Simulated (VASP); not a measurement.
Input of a VASP 6.6.1 run:

POSCAR

```
Mn
1.0
    0.0000000000      1.7020304459      1.7020304459
    1.7020304459      0.0000000000      1.7020304459
    1.7020304459      1.7020304459      0.0000000000
Mn
1
Direct
    0.0000000000      0.0000000000      0.0000000000
```

File INCAR.step1:

```
  ALGO = Normal
  EDIFF = 1E-5
  ENCUT = 520
  GGA = PE
  ISIF = 2
  ISMEAR = -1
  LASPH = True
  LCHARG = False
  LREAL = False
  LWAVE = True
  NBANDS = 12
  NELM = 80
  PREC = Accurate
  SIGMA = 0.1
```

The input INCAR.step2:

```
  ALGO = Normal
  EDIFF = 1E-7
  ENCUT = 520
  GGA = PE
  HFSCREEN = 0.2079
  ISIF = 2
  ISMEAR = -1
  ISTART = 1
  LASPH = True
  LCHARG = False
  LHFCALC = True
  LREAL = False
  LWAVE = False
  NBANDS = 12
  NELM = 80
  PREC = Accurate
  PRECFOCK = Normal
  SIGMA = 0.1
```

Contents of KPOINTS:

```
k-points
0
Gamma
  6 6 6
```

Potentials or basis: VASP PAW PBE potentials, release 64 (Mn_pv).

The run is started by

```console
$ cat potpaw_PBE.64/Mn_pv/POTCAR > POTCAR
$ cp INCAR.step1 INCAR
$ mpirun -np 1 vasp_std > vasp.out
$ cp INCAR.step2 INCAR
$ mpirun -np 1 vasp_std > vasp.out
```

Q: Estimate the pressure.

A: 12.4 GPa.

Caveat: the k points lie up to 0.53 Å⁻¹ apart; the PAW data sets were made with another functional, which shifts forces and pressure a little; the run has no spin polarisation, though such a crystal can be magnetic. Spin polarisation is off, so any magnetic state and its effect on volume and gap are missing.
